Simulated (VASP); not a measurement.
A run of VASP 6.6.1 is set up as follows.

INCAR

```
PREC = Accurate
ENCUT = 520
EDIFF = 1E-6
ISMEAR = 0
SIGMA = 0.01
LREAL = Auto
LASPH = True
NELM = 150
ALGO = Normal
ISIF = 2
LWAVE = False
LCHARG = False
ISPIN = 2
MAGMOM = 0 0 0 0 0 0 0 0 0 0 0 0 0 0 0 0 0.08 0.07 0.04 0.04 0.06 0.03 0.05 0.07 0.08 0.04 0.03 0.05 0.03 0.03 0.04 0.05
LORBIT = 11
NUPDOWN = 1.0
GGA = PE
NBANDS = 90
NELECT = 127.0
```

Contents of KPOINTS:

```
Automatic mesh
0
Gamma
  1 1 1
  0.25 0.25 0.25
```

The input POSCAR:

```
Al15BN16
1.0
    6.2595139092      0.0000000618      0.0000000000
   -3.1297570081      5.4208980298      0.0000000000
    0.0000000000      0.0000000000     10.0348065900
Al B N
15 1 16
Direct
    0.3299859243      0.1689139709      0.2540656914
    0.3314880292      0.1675278555      0.7444100874
    0.1653838956      0.3332522520      0.9988742919
    0.3300973828      0.6610567572      0.2543774716
    0.1583329853      0.8291006411      0.5006584020
    0.3316783486      0.6627021656      0.7436096479
    0.1679039487      0.8345655188      1.0000614158
    0.8383691572      0.1690691754      0.2542927073
    0.6683840943      0.3400099928      0.5013216656
    0.8356243872      0.1672388997      0.7443993870
    0.6652824017      0.3314980153      0.9999690519
    0.8326421024      0.6668439851      0.2500975607
    0.6662595347      0.8305588428      0.5011312573
    0.8325631687      0.6659081220      0.7518129121
    0.6652154776      0.8349456929      0.9999179799
    0.1659231710      0.3319803836      0.5052736578
    0.3144143909      0.1842156864      0.4496909780
    0.1681154440      0.3326596665      0.1898543699
    0.3311421330      0.1695118552      0.9375070759
    0.1680640863      0.3313480465      0.6694826935
    0.3118893639      0.6346491149      0.4490745488
    0.1707364182      0.8339699515      0.1942779167
    0.3308180815      0.6668503056      0.9369929428
    0.1665584666      0.8312019940      0.6904750732
    0.8647157863      0.1877524381      0.4494570528
    0.6662079878      0.3293494240      0.1942266043
    0.8337265714      0.1693679782      0.9369206319
    0.6684234825      0.3329448601      0.6906017511
    0.8297116787      0.6686579002      0.4399193954
    0.6661279950      0.8338019810      0.1934898861
    0.8318521700      0.6685020025      0.9429292309
    0.6686567265      0.8312180807      0.6902527265
```

Potentials or basis: VASP PAW PBE potentials, release 64 (Al, B, N).

Command:

```sh
$ cat potpaw_PBE.64/Al/POTCAR potpaw_PBE.64/B/POTCAR potpaw_PBE.64/N/POTCAR > POTCAR
$ mpirun -np 1 vasp_std > vasp.out
```

Predict the largest force.

0.398 eV/Å.

Forces in eV/Å, atoms in the order of the input:
```
Al   0.160 -0.023  0.006
Al   0.131 -0.066  0.002
Al  -0.065  0.159  0.001
Al   0.126 -0.038 -0.020
Al  -0.118  0.092  0.065
Al   0.092 -0.029  0.063
Al  -0.084  0.090  0.000
Al   0.114 -0.017  0.008
Al  -0.058  0.076 -0.025
Al   0.165 -0.033 -0.049
Al  -0.129  0.104  0.031
Al   0.135 -0.079  0.008
Al  -0.077  0.148 -0.036
Al   0.182 -0.031 -0.007
Al  -0.141  0.047 -0.009
B   -0.120  0.066  0.040
N    0.049 -0.042 -0.057
N   -0.219  0.038  0.008
N    0.153 -0.144 -0.051
N   -0.223  0.082 -0.009
N    0.342 -0.003  0.007
N   -0.201  0.056 -0.031
N    0.178 -0.147  0.007
N   -0.217  0.077 -0.019
N    0.172 -0.358 -0.016
N   -0.179  0.078 -0.028
N    0.141 -0.133  0.039
N   -0.234  0.102  0.007
N    0.183 -0.117 -0.006
N   -0.198  0.101  0.054
N    0.166 -0.135 -0.005
N   -0.228  0.080  0.023
```

Caveat: the k points lie up to 1.16 Å⁻¹ apart; the cell carries a net charge on a neutralising background, which shifts energy and pressure; the total moment is fixed, so each spin has its own Fermi level.
